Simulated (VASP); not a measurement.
Wanted: the native input for a VASP 6.6.1 run.

```
Task                               : single point
Functional                         : HSE06
Potentials or basis                : VASP PAW PBE potentials, release 64 (Pb_d)
Cutoff                             : 520 eV
k mesh                             : 6 × 6 × 6
Occupations                        : fermi-dirac, width 0.05 eV
Spin                               : no spin polarisation
Dipole correction                  : no
Grid for exact exchange (PRECFOCK) : Normal
Further INCAR settings             : ALGO = Normal; EDIFF = 1e-06; NBANDS = 13
Screening parameter                : 0.2079 1/Å
```

The system is Pb.

```xyz
1
Lattice="-2.0185 2.0185 2.0185 2.0185 -2.0185 2.0185 2.0185 2.0185 -2.0185" Properties=species:S:1:pos:R:3 pbc="T T T"
Pb    0.0000    0.0000    0.0000
```

The input as run:

POSCAR

```
Pb
1.0
   -2.0184862782      2.0184862782      2.0184862782
    2.0184862782     -2.0184862782      2.0184862782
    2.0184862782      2.0184862782     -2.0184862782
Pb
1
Direct
    0.0000000000      0.0000000000      0.0000000000
```

INCAR.step1

```
SYSTEM = Pb
PREC = Accurate
ENCUT = 520
EDIFF = 1E-5
ISMEAR = -1
SIGMA = 0.05
LREAL = .False.
LASPH = .True.
NELM = 100
ALGO = Normal
ISIF = 2
LWAVE = .True.
LCHARG = .False.
GGA = PE
NBANDS = 13
```

INCAR.step2

```
SYSTEM = Pb
PREC = Accurate
ENCUT = 520
EDIFF = 1E-6
ISMEAR = -1
SIGMA = 0.05
LREAL = .False.
LASPH = .True.
NELM = 100
ALGO = Normal
ISIF = 2
LWAVE = .False.
LCHARG = .False.
GGA = PE
LHFCALC = .True.
HFSCREEN = 0.2079
PRECFOCK = Normal
ISTART = 1
NBANDS = 13
```

KPOINTS

```
Automatic mesh
0
Gamma
  6 6 6
  0 0 0
```

Potentials or basis: VASP PAW PBE potentials, release 64 (Pb_d).

Command:

```sh
$ cat potpaw_PBE.64/Pb_d/POTCAR > POTCAR
$ cp INCAR.step1 INCAR
$ mpirun -np 1 vasp_std > vasp.out
$ cp INCAR.step2 INCAR
$ mpirun -np 1 vasp_std > vasp.out
```

Results of the run:

- Pressure: -2.7 GPa
- Band gap on the k mesh: zero (band 7 reaches 14.03 eV, above the bottom of band 8 at 4.22 eV)

Caveat: the k points lie up to 0.37 Å⁻¹ apart; the PAW data sets were made with another functional, which shifts forces and pressure a little; spin-orbit coupling is left out, which moves the levels of the heavy elements.

Wall time 26 min on 1 thread of Oxide Virtual Turin-like Processor, on a shared host, peak memory 0.24 GiB.
